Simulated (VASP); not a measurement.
# Al (P6_3/mmc) in VASP: notebook, part 2 of 2

VASP 6.6.1.

### Step 6. Single point, PBE (volume scaled by 0.75)

INCAR reads:

```
SYSTEM = Al
  PREC = Accurate
  ENCUT = 520
  EDIFF = 1E-6
  ISMEAR = -1
  SIGMA = 0.08
  LREAL = .FALSE.
  LASPH = .TRUE.
  NELM = 60
  ALGO = Normal
  ISIF = 2
  LWAVE = .FALSE.
  LCHARG = .TRUE.
  GGA = PE
  LELF = .TRUE.
  LVHAR = .TRUE.
  NBANDS = 10
```

KPOINTS reads:

```
regular mesh
0
G
  15 15 8
  0 0 0
```

POSCAR reads:

```
Al
1.0
    2.5990451556      0.0000000000      0.0000000000
   -1.2995225778      2.2508391303      0.0000000000
    0.0000000000      0.0000000000      4.2699957936
Al
2
Direct
    0.3333333333      0.6666666667      0.2500000000
    0.6666666667      0.3333333333      0.7500000000
```

Potentials or basis: VASP PAW PBE potentials, release 64 (Al).

On the command line:

```
cat potpaw_PBE.64/Al/POTCAR > POTCAR
mpirun -np 1 vasp_std > vasp.out
```

OUTCAR:

```text
SYSTEM = Al
   PREC = Accurate
   ENCUT = 520
   EDIFF = 1E-6
   ISMEAR = -1
   LREAL = .FALSE.
   LASPH = .TRUE.
   NELM = 60
   ISIF = 2
   GGA = PE

 ion  position               nearest neighbor table
   1  0.333  0.667  0.250-   2 2.61   2 2.61   2 2.61   2 2.61   2 2.61   2 2.61
   2  0.667  0.333  0.750-   1 2.61   1 2.61   1 2.61   1 2.61   1 2.61   1 2.61

  LATTYP: Found a hexagonal cell.
 ALAT       =     2.5990451556
 C/A-ratio  =     1.6429094294

  Lattice vectors:

 A1 = (   2.5990451556,   0.0000000000,   0.0000000000)
 A2 = (  -1.2995225778,   2.2508391303,   0.0000000000)
 A3 = (   0.0000000000,   0.0000000000,   4.2699957936)

Analysis of symmetry for initial positions (statically):
=====================================================================
 Subroutine PRICEL returns:
 Original cell was already a primitive cell.

 Routine SETGRP: Setting up the symmetry group for a
 hexagonal supercell.

 Subroutine GETGRP returns: Found 24 space group operations
 (whereof 12 operations were pure point group operations)
 out of a pool of 24 trial point group operations.

The static configuration has the point symmetry D_3d.
[... 173 lines left out ...]
      2       5.4376      2.00000
      3       6.3502      2.00000
      4      23.9138      0.00000
      5      23.9138      0.00000
      6      24.3827      0.00000
      7      24.3827      0.00000
      8      24.7682      0.00000
      9      28.3718      0.00000
     10      29.2037      0.00000
[... 287 lines left out ...]
 k-point    24 :       0.4000    0.2000    0.0000
  band No.  band energies     occupation
      1       5.7733      2.00000
      2       5.9608      2.00000
      3      10.8340      1.99176
      4      12.6125      0.00000
      5      13.1196      0.00000
      6      13.5582      0.00000
      7      16.3987      0.00000
      8      18.3046      0.00000
      9      20.4339      0.00000
     10      27.6668      0.00000

 [... further k-points ...]

------------------------ aborting loop because EDIFF is reached ----------------------------------------

  FORCE on cell =-STRESS in cart. coord.  units (eV):
  Direction    XX          YY          ZZ          XY          YZ          ZX
  --------------------------------------------------------------------------------------
  -------------------------------------------------------------------------------------
  Total        6.2226185      6.2226185      6.2280615      0.0000000     -0.0000000      0.0000000
  in kB      399.1149821    399.1149821    399.4640947      0.0000000     -0.0000000      0.0000000
  external PRESSURE =     399.2313530 kB  Pullay stress =       0.0000000 kB

 VOLUME and BASIS-vectors are now :
 -----------------------------------------------------------------------------
  energy-cutoff  :      520.00
  volume of cell :       24.98
      direct lattice vectors                 reciprocal lattice vectors
     2.599045156  0.000000000  0.000000000     0.384756686  0.222139376  0.000000000
    -1.299522578  2.250839130  0.000000000     0.000000000  0.444278752  0.000000000
     0.000000000  0.000000000  4.269995794     0.000000000  0.000000000  0.234192268

 POSITION                                       TOTAL-FORCE (eV/Angst)
 -----------------------------------------------------------------------------------
     -0.00000      1.50056      1.06750        -0.000000      0.000000      0.000000
      1.29952      0.75028      3.20250         0.000000     -0.000000      0.000000
 -----------------------------------------------------------------------------------
    total drift:                                0.000000     -0.000000     -0.000000

  FREE ENERGIE OF THE ION-ELECTRON SYSTEM (eV)
  ---------------------------------------------------
  free  energy   TOTEN  =        -6.6348957506 eV

  energy  without entropy=       -6.6200275655  energy(sigma->0) =       -6.62746166
```

OSZICAR:

```text
N       E                     dE             d eps       ncg     rms          rms(c)
DAV:   1     0.171507451688E+01    0.17151E+01   -0.24946E+03  2708   0.491E+02
DAV:   2    -0.656531320550E+01   -0.82804E+01   -0.79568E+01  3654   0.612E+01
DAV:   3    -0.670920798126E+01   -0.14389E+00   -0.14340E+00  3464   0.661E+00
DAV:   4    -0.670970792157E+01   -0.49994E-03   -0.49991E-03  3214   0.452E-01
DAV:   5    -0.670971197528E+01   -0.40537E-05   -0.40528E-05  3318   0.407E-02    0.273E+00
DAV:   6    -0.666530231504E+01    0.44410E-01   -0.15627E-03  2996   0.221E-01    0.158E+00
DAV:   7    -0.663505023829E+01    0.30252E-01   -0.52039E-03  2838   0.371E-01    0.255E-01
DAV:   8    -0.663492367416E+01    0.12656E-03   -0.13249E-04  3498   0.671E-02    0.243E-01
DAV:   9    -0.663489564364E+01    0.28031E-04   -0.11567E-05  3194   0.199E-02    0.841E-03
DAV:  10    -0.663489575059E+01   -0.10695E-06   -0.25128E-07  1710   0.364E-03
   1 F= -.66348958E+01 E0= -.66274617E+01  d E =-.148682E-01
```

It took 8.6 s on 1 thread of Intel Xeon 6975P-C (Granite Rapids), shared host; peak memory 0.14 GiB.

What came out:

| Item | Value |
| --- | --- |
| Free energy | -6.6349 eV |
| Pressure | 39.9 GPa |
| Band gap on the k mesh | zero (band 3 reaches 15.99 eV, above the bottom of band 4 at 7.77 eV) |

### Step 7. Summary

```csv
cell,gap on the mesh (eV),pressure (GPa)
"a = 2.351, b = 2.351, c = 3.827 Å, angles 90.0, 90.0, 120.0°, 2 atoms",none,156.7
"a = 2.482, b = 2.482, c = 4.058 Å, angles 90.0, 90.0, 120.0°, 2 atoms",none,80.5
"a = 2.599, b = 2.599, c = 4.270 Å, angles 90.0, 90.0, 120.0°, 2 atoms",none,39.9
```

Alike in all rows: task single point; level PBE; potentials or basis VASP PAW PBE potentials, release 64 (Al); no spin polarisation; k mesh 15 × 15 × 8; cutoff (eV) 520; smearing fermi-dirac 0.08 eV.

Total energies depend on the potentials used, so only differences within one code and one set of settings carry meaning.
